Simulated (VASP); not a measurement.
# Zn7S8 (a cell with a defect) in VASP: a series of runs

The runs below take Zn7S8 (a cell with a defect) through single point, with LDA.

All numbers are computed with VASP 6.6.1; they aren't measurements. Logs are shortened: lines on timing, memory, paths and dates and some standing lists are left out, and cuts for length are marked.

### Step 1. The cell of the first run

The cell holds a defect, 15 atoms: a = 7.491 Å, b = 7.491 Å, c = 7.491 Å, α = 60.00°, β = 60.00°, γ = 60.00°.

### Step 2. Single point, LDA

Input file INCAR:

```
SYSTEM = Zn7S8
ALGO = Normal
EDIFF = 1E-6
ENCUT = 520
ISIF = 2
ISMEAR = 0
LASPH = .True.
LCHARG = .False.
LREAL = Auto
LWAVE = .False.
NBANDS = 79
NELECT = 134.0
NELM = 100
PREC = Accurate
SIGMA = 0.02
```

Input file KPOINTS:

```
k-points
0
Gamma
  2 2 2
  0 0 0
```

Input file POSCAR:

```
Zn7S8
1.0
    0.0000000000      5.2968478578     -5.2968478578
    5.2968478578      5.2968478578      0.0000000000
    5.2968478578      0.0000000000     -5.2968478578
Zn S
7 8
Direct
   -0.0092354928     -0.0990519294      0.4907643319
    0.4548911097      0.0109408466      0.5052912736
    0.5268778857      0.4917071568      0.5176008588
    0.0052912602      0.0109410354      0.9548909343
    0.0176006566      0.4917071568      1.0268780879
    0.4994020163     -0.0032154029      0.9994020297
    0.4896384736      0.5232343036      0.9896386758
    0.1201492882      0.1070954868      0.1282716661
    0.1194358451      0.6415463671      0.1441293993
    0.6164150052      0.1391847604      0.1164149918
    0.6355590325      0.6181371616      0.1355592079
    0.0931734332      0.1331381454      0.5931734466
    0.1584000565      0.5609932699      0.6584000699
    0.6282716796      0.1070954868      0.6201493017
    0.6441295071      0.6415462727      0.6194359529
```

Potentials or basis: VASP PAW LDA potentials, release 64 (Zn, S).

The run is started by

```console
> cat potpaw_LDA.64/Zn/POTCAR potpaw_LDA.64/S/POTCAR > POTCAR
> mpirun -np 1 vasp_std > vasp.out
```

OUTCAR:

```text
SYSTEM = Zn7S8
   EDIFF = 1E-6
   ENCUT = 520
   ISIF = 2
   ISMEAR = 0
   LASPH = .True.
   LREAL = Auto
   NELECT = 134.0
   NELM = 100
   PREC = Accurate

 ion  position               nearest neighbor table
   1  0.991  0.901  0.491-  13 2.20   8 2.32  14 2.32  12 2.73
   2  0.455  0.011  0.505-  12 2.23  15 2.31  14 2.37  10 2.39
   3  0.527  0.492  0.518-  15 2.26  13 2.28  11 2.34  14 2.38
   4  0.005  0.011  0.955-  12 2.23   9 2.31   8 2.37  10 2.39
   5  0.018  0.492  0.027-   9 2.26  13 2.28  11 2.34   8 2.38
   6  0.499  0.997  0.999-  10 2.30  11 2.32  14 2.32   8 2.32
   7  0.490  0.523  0.990-   9 2.27  15 2.27  10 2.35  11 2.38
   8  0.120  0.107  0.128-   1 2.32   6 2.32   4 2.37   5 2.38
   9  0.119  0.642  0.144-   5 2.26   7 2.27   4 2.31
  10  0.616  0.139  0.116-   6 2.30   7 2.35   4 2.39   2 2.39
  11  0.636  0.618  0.136-   6 2.32   5 2.34   3 2.34   7 2.38
  12  0.093  0.133  0.593-   4 2.23   2 2.23   1 2.73
  13  0.158  0.561  0.658-   1 2.20   3 2.28   5 2.28
  14  0.628  0.107  0.620-   1 2.32   6 2.32   2 2.37   3 2.38
  15  0.644  0.642  0.619-   3 2.26   7 2.27   2 2.31

  LATTYP: Found a face centered cubic cell.
 ALAT       =    10.5936957156

  Lattice vectors:

 A1 = (   0.0000000000,   5.2968478578,  -5.2968478578)
 A2 = (   5.2968478578,   5.2968478578,   0.0000000000)
 A3 = (   5.2968478578,   0.0000000000,  -5.2968478578)

Analysis of symmetry for initial positions (statically):
=====================================================================
 Subroutine PRICEL returns:
 Original cell was already a primitive cell.

 Routine SETGRP: Setting up the symmetry group for a
 face centered cubic supercell.

 Subroutine GETGRP returns: Found  2 space group operations
 (whereof  1 operations were pure point group operations)
 out of a pool of 48 trial point group operations.

The static configuration has the point symmetry C_1 .
 The point group associated with its full space group is C_1h.

Analysis of symmetry for dynamics (positions and initial velocities):
=====================================================================
 Subroutine PRICEL returns:
 Original cell was already a primitive cell.

 Routine SETGRP: Setting up the symmetry group for a
 face centered cubic supercell.

 Subroutine GETGRP returns: Found  2 space group operations
 (whereof  1 operations were pure point group operations)
 out of a pool of 48 trial point group operations.

The dynamic configuration has the point symmetry C_1 .
 The point group associated with its full space group is C_1h.

 Subroutine INISYM returns: Found  2 space group operations
 (whereof  1 operations are pure point group operations),
 and found     1 'primitive' translations

----------------------------------------------------------------------------------------

                                     Primitive cell

  volume of cell :     297.2231

  direct lattice vectors                    reciprocal lattice vectors
     0.000000000  5.296847858 -5.296847858    -0.094395764  0.094395764 -0.094395764
     5.296847858  5.296847858  0.000000000     0.094395764  0.094395764  0.094395764
     5.296847858  0.000000000 -5.296847858     0.094395764 -0.094395764 -0.094395764

  length of vectors
     7.490874078  7.490874078  7.490874078     0.163498259  0.163498259  0.163498259

  position of ions in fractional coordinates (direct lattice)
     0.990764507  0.900948071  0.490764332
     0.454891110  0.010940847  0.505291274
     0.526877886  0.491707157  0.517600859
     0.005291260  0.010941035  0.954890934
     0.017600657  0.491707157  0.026878088
     0.499402016  0.996784597  0.999402030
     0.489638474  0.523234304  0.989638676
     0.120149288  0.107095487  0.128271666
     0.119435845  0.641546367  0.144129399
     0.616415005  0.139184760  0.116414992
     0.635559032  0.618137162  0.135559208
     0.093173433  0.133138145  0.593173447
     0.158400056  0.560993270  0.658400070
     0.628271680  0.107095487  0.620149302
     0.644129507  0.641546273  0.619435953

  ion indices of the primitive-cell ions
   primitive index   ion index
                 1           1
                 2           2
                 3           3
                 4           4
                 5           5
                 6           6
                 7           7
                 8           8
                 9           9
                10          10
                11          11
                12          12
                13          13
                14          14
                15          15

----------------------------------------------------------------------------------------

 KPOINTS: k-points

Automatic generation of k-mesh.
 Grid dimensions read from file:
 generate k-points for:    2    2    2

 Generating k-lattice:

  Cartesian coordinates                     Fractional coordinates (reciprocal lattice)
    -0.047197882  0.047197882 -0.047197882     0.500000000  0.000000000  0.000000000
     0.047197882  0.047197882  0.047197882     0.000000000  0.500000000  0.000000000
     0.047197882 -0.047197882 -0.047197882     0.000000000  0.000000000  0.500000000

  Length of vectors
     0.081749130  0.081749130  0.081749130

  Shift w.r.t. Gamma in fractional coordinates (k-lattice)
     0.000000000  0.000000000  0.000000000

 Subroutine IBZKPT returns following result:
 ===========================================

 Found      6 irreducible k-points:

 Following reciprocal coordinates:
            Coordinates               Weight
  0.000000  0.000000  0.000000      1.000000
  0.500000  0.000000  0.000000      2.000000
  0.000000  0.500000  0.000000      1.000000
  0.500000  0.500000  0.500000      1.000000
  0.500000  0.500000  0.000000      2.000000
  0.500000  0.000000  0.500000      1.000000
   k-points           NKPTS =      6   k-points in BZ     NKDIM =      6   number of bands    NBANDS=     79
   number of dos      NEDOS =    301   number of ions     NIONS =     15
   total plane-waves  NPLWV = 175616
   dimension x,y,z NGX =    56 NGY =   56 NGZ =   56
   dimension x,y,z NGXF=   112 NGYF=  112 NGZF=  112
   ions per type =               7   8
   NGX,Y,Z   is equivalent  to a cutoff of  12.43, 12.43, 12.43 a.u.
   NGXF,Y,Z  is equivalent  to a cutoff of  24.86, 24.86, 24.86 a.u.
 SYSTEM =  Zn7S8
   PREC   = accura    normal or accurate (medium, high low for compatibility)
   ISTART =      0    job   : 0-new  1-cont  2-samecut
   ICHARG =      2    charge: 1-file 2-atom 10-const
   ISPIN  =      1    spin polarized calculation?
   LNONCOLLINEAR =      F non collinear calculations
   LSORBIT =      F    spin-orbit coupling
   LASPH  =      T    aspherical Exc in radial PAW
   ENCUT  =  520.0 eV  38.22 Ry    6.18 a.u.  13.93 13.93 13.93*2*pi/ulx,y,z
   NELM   =    100;   NELMIN=  2; NELMDL= -5     # of ELM steps
   EDIFF  = 0.1E-05   stopping-criterion for ELM
   LREAL  =      T    real-space projection
   EDIFFG = 0.1E-04   stopping-criterion for IOM
   NSW    =      0    number of steps for IOM
   IBRION =     -1    ionic relax: 0-MD 1-quasi-New 2-CG
   NFREE  =      0    steps in history (QN), initial steepest desc. (CG)
   ISIF   =      2    stress and relaxation
   ISYM   =      2    0-nonsym 1-usesym 2-fastsym
   POTIM  = 0.5000    time-step for ionic-motion
   TEBEG  =    0.0;   TEEND  =   0.0 temperature during run
   PSTRESS=    0.0 pullay stress
   NELECT =     134.0000    total number of electrons
   NUPDOWN=      -1.0000    fix difference up-down
   EMIN   =  10.00;   EMAX   =-10.00  energy-range for DOS
   EFERMI =   0.00;   METHOD = LEGACY
   ISMEAR =     0;   SIGMA  =   0.02  broadening in eV -4-tet -1-fermi 0-gaus
   EFERMI_NEDOS =   21; number of points for ismear=-14 and -15
   IALGO  =     38    algorithm
   IMIX   =      4    mixing-type and parameters
     AMIX     =   0.40;   BMIX     =  1.00
     AMIX_MAG =   1.60;   BMIX_MAG =  1.00
  volume/ion in A,a.u.               =      19.81       133.72
  Fermi-wavevector in a.u.,A,eV,Ry     =   1.255304  2.372181 21.439901  1.575788
  Thomas-Fermi vector in A             =   2.389067
   LORBIT       =      0    0 simple, 1 ext, 2 COOP (PROOUT), +10 PAW based schemes
   GGA     = CA    functional components
   LHFCALC =     F    Hartree Fock is set to
   AEXX    =    0.0000 exact exchange contribution
   IVDW    =     0    specifies the selected vdW correction
   LEPSILON=     F    determine dielectric tensor
   LRPA    =     F    only Hartree local field effects (RPA)
 non-spin polarized calculation
 Gauss-broadening in eV      SIGMA  =   0.02
  energy-cutoff  :      520.00
  volume of cell :      297.22
 maximum number of plane-waves:      8026
 NGX is ok and might be reduce to    56
   NGX = 27   NGY = 27   NGZ = 27

 number of electron     134.0000031 magnetization

 Free energy of the ion-electron system (eV)
  ---------------------------------------------------
  ext. energy  EPLUGINS =         0.00000000
  ---------------------------------------------------
  free energy    TOTEN  =       -54.45947319 eV

  energy without entropy =      -54.45947319  energy(sigma->0) =      -54.45947319

 E-fermi :   2.7065     XC(G=0): -10.1406

 val. band max:        2.6118753169   @ k =   0.0000   0.0000   0.0000
 cond. band min:       4.0883131377   @ k =   0.0000   0.0000   0.0000
 fundamental gap:      1.4764378208
 Fermi energy:         2.7065413374

 k-point     1 :       0.0000    0.0000    0.0000
  band No.  band energies     occupation
      1     -11.2610      2.00000
      2     -10.3258      2.00000
      3     -10.3046      2.00000
      4     -10.2016      2.00000
      5      -9.8295      2.00000
      6      -9.5663      2.00000
[... 71 lines left out ...]
     78       8.1268      0.00000
     79       8.2277      0.00000

 k-point     2 :       0.5000    0.0000    0.0000
  band No.  band energies     occupation
      1     -10.9199      2.00000
      2     -10.6855      2.00000
      3     -10.2929      2.00000
      4     -10.1676      2.00000
      5      -9.8279      2.00000
      6      -9.6156      2.00000
[... 71 lines left out ...]
     78       7.9939      0.00000
     79       8.0945      0.00000

 k-point     3 :       0.0000    0.5000    0.0000
  band No.  band energies     occupation
      1     -10.9031      2.00000
      2     -10.6758      2.00000
      3     -10.2878      2.00000
      4     -10.1792      2.00000
      5      -9.9157      2.00000
      6      -9.6182      2.00000
[... 71 lines left out ...]
     78       7.7354      0.00000
     79       8.3128      0.00000

 k-point     4 :       0.5000    0.5000    0.5000
  band No.  band energies     occupation
      1     -10.9823      2.00000
      2     -10.5236      2.00000
      3     -10.2916      2.00000
      4     -10.2870      2.00000
      5      -9.8333      2.00000
      6      -9.6553      2.00000
[... 71 lines left out ...]
     78       7.8852      0.00000
     79       8.2094      0.00000

 k-point     5 :       0.5000    0.5000    0.0000
  band No.  band energies     occupation
      1     -10.7338      2.00000
      2     -10.7002      2.00000
      3     -10.3420      2.00000
      4     -10.2600      2.00000
      5      -9.9358      2.00000
      6      -9.6929      2.00000
[... 71 lines left out ...]
     78       7.9545      0.00000
     79       8.2807      0.00000

 k-point     6 :       0.5000    0.0000    0.5000
  band No.  band energies     occupation
      1     -10.7720      2.00000
      2     -10.6665      2.00000
      3     -10.3505      2.00000
      4     -10.2438      2.00000
      5      -9.8863      2.00000
      6      -9.7799      2.00000
[... 71 lines left out ...]
     78       8.1031      0.00000
     79       8.2582      0.00000

------------------------ aborting loop because EDIFF is reached ----------------------------------------

  FORCE on cell =-STRESS in cart. coord.  units (eV):
  Direction    XX          YY          ZZ          XY          YZ          ZX
  --------------------------------------------------------------------------------------
  -------------------------------------------------------------------------------------
  Total       12.5256509     12.5256509     13.1247060     -0.6981480      0.2218839      0.2218840
  in kB       67.5193719     67.5193719     70.7485712     -3.7633585      1.1960626      1.1960629
  external PRESSURE =      68.5957717 kB  Pullay stress =       0.0000000 kB

 VOLUME and BASIS-vectors are now :
 -----------------------------------------------------------------------------
  energy-cutoff  :      520.00
  volume of cell :      297.22
      direct lattice vectors                 reciprocal lattice vectors
     0.000000000  5.296847858 -5.296847858    -0.094395764  0.094395764 -0.094395764
     5.296847858  5.296847858  0.000000000     0.094395764  0.094395764  0.094395764
     5.296847858  0.000000000 -5.296847858     0.094395764 -0.094395764 -0.094395764

 POSITION                                       TOTAL-FORCE (eV/Angst)
 -----------------------------------------------------------------------------------
      7.37169     10.02011     -7.84743         0.821490      0.821490     -0.365865
      2.73440      2.46744     -5.08594        -0.132768     -0.088735     -0.036273
      5.34615      5.39529     -5.53245         0.094269     -0.004103      0.066479
      5.11586      0.08598     -5.08594        -0.088735     -0.132768     -0.036273
      2.74687      2.69773     -0.23560        -0.004103      0.094269      0.066479
     10.57350      7.92507     -7.93894        -0.013872     -0.013872     -0.061054
      8.01346      5.36503     -7.83551        -0.031082     -0.031082      0.068600
      1.24670      1.20368     -1.31585        -0.052066      0.059933      0.076915
      4.16161      4.03081     -1.39607        -0.075339     -0.081375     -0.024683
      1.35387      4.00230     -3.88169        -0.015575     -0.015575     -0.031738
      3.99222      6.64064     -4.08450        -0.032646     -0.032646      0.033282
      3.84716      1.19874     -3.63547        -0.199233     -0.199233      0.006247
      6.45894      3.81052     -4.32647        -0.248898     -0.248898      0.185651
      3.85211      3.89513     -6.61270         0.059933     -0.052066      0.076915
      6.67923      6.81003     -6.69291        -0.081375     -0.075339     -0.024683
 -----------------------------------------------------------------------------------
    total drift:                               -0.001971      0.003549     -0.000210

  FREE ENERGIE OF THE ION-ELECTRON SYSTEM (eV)
  ---------------------------------------------------
  free  energy   TOTEN  =       -54.4594731908 eV

  energy  without entropy=      -54.4594731908  energy(sigma->0) =      -54.45947319
```

Run time: 5.2 min. Hardware: 1 thread of Intel Xeon Platinum 8259CL at 2.50GHz (Skylake/Cascade Lake), shared host; peak memory 0.36 GiB.

What came out:

```yaml
Free_energy: -54.4595 eV
Largest_force: 1.218 eV/Å
```

Forces in eV/Å, atoms in the order of the input:
```
Zn   0.821  0.821 -0.366
Zn  -0.133 -0.089 -0.036
Zn   0.094 -0.004  0.066
Zn  -0.089 -0.133 -0.036
Zn  -0.004  0.094  0.066
Zn  -0.014 -0.014 -0.061
Zn  -0.031 -0.031  0.069
S   -0.052  0.060  0.077
S   -0.075 -0.081 -0.025
S   -0.016 -0.016 -0.032
S   -0.033 -0.033  0.033
S   -0.199 -0.199  0.006
S   -0.249 -0.249  0.186
S    0.060 -0.052  0.077
S   -0.081 -0.075 -0.025
```

Levels at points of the mesh, in eV from the Fermi level:
| k point | band 64 | band 65 | band 66 | band 67 | band 68 | band 69 | band 70 | band 71 |
| --- | --- | --- | --- | --- | --- | --- | --- | --- |
| (0.00, 0.00, 0.00) | -1.01 | -0.41 | -0.31 | -0.09 | 1.38 | 2.06 | 2.34 | 2.47 |
| (0.50, 0.00, 0.00) | -1.14 | -1.08 | -0.65 | -0.25 | 2.63 | 2.72 | 3.18 | 3.41 |
| (0.00, 0.50, 0.00) | -1.04 | -0.71 | -0.57 | -0.56 | 2.65 | 2.98 | 3.21 | 3.40 |
| (0.50, 0.50, 0.50) | -1.26 | -1.14 | -0.47 | -0.31 | 2.34 | 2.92 | 3.08 | 3.48 |
| (0.50, 0.50, 0.00) | -1.48 | -1.20 | -0.83 | -0.58 | 3.26 | 3.67 | 3.78 | 3.89 |
| (0.50, 0.00, 0.50) | -1.46 | -1.32 | -0.80 | -0.44 | 3.34 | 3.44 | 3.78 | 3.83 |

Caveat: the k points lie up to 0.51 Å⁻¹ apart; the cell carries a net charge on a neutralising background, which shifts energy and pressure; the cell is charged against a uniform background, so pressure and absolute levels hang on convention.

(Continued in part 2 of 2.)
